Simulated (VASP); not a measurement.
Runs of VASP 6.6.1 on BaTiO3. The structure is that of space group Pm-3m (No. 221), or close to it. The cells are those of the table. 

| task | cell | cutoff (eV) | gap on the mesh (eV) | pressure (GPa) |
| --- | --- | --- | --- | --- |
| single point | a = 3.939, b = 3.939, c = 4.082 Å, 5 atoms | 520 | 1.70 | 6.5 |
| single point | a = 3.649 Å, 5 atoms | 520 | 1.93 | 94.9 |
| single point | a = 3.935 Å, 5 atoms | 520 | (c) | 14.1 |
| relaxation of cell and atoms | relaxed to 50 GPa from a = 3.763 Å, 5 atoms | 600 | 1.99 | 50.0 |
| single point | a = 3.939, b = 3.939, c = 4.067 Å, 5 atoms | 520 | 1.71 | (b) |
| relaxation of cell and atoms | relaxed to 25 GPa from a = 3.859 Å, 5 atoms | 600 | 1.93 | 25.0 |
| single point | a = 4.027 Å, 5 atoms | 520 | 1.71 | (a) |
| single point | a = 4.059, b = 4.009, c = 4.009 Å, 5 atoms | 520 | 1.69 | 0.9 |
| single point | a = 3.864 Å, 5 atoms | 520 | 1.94 | 27.7 |
| single point | a = 4.019 Å, 5 atoms | 520 | 1.72 | 1.7 |
| single point | a = 4.011 Å, 5 atoms | 520 | 1.73 | 2.7 |

Alike in all rows: level PBE; potentials or basis VASP PAW PBE potentials, release 64 (Ba_sv, Ti_sv, O); no spin polarisation; k mesh 8 × 8 × 8; smearing gaussian 0.02 eV.

Q: Fill in the values left out.

A: (a) 0.7; (b) 7.1; (c) 1.84.

Caveats: spin-orbit coupling is left out, which moves the levels of the heavy elements; the cell is relaxed towards a set pressure, so the enthalpy falls and the energy may rise (some runs).

A k mesh can miss the band edges, and the runs leave out spin-orbit coupling on Ba.
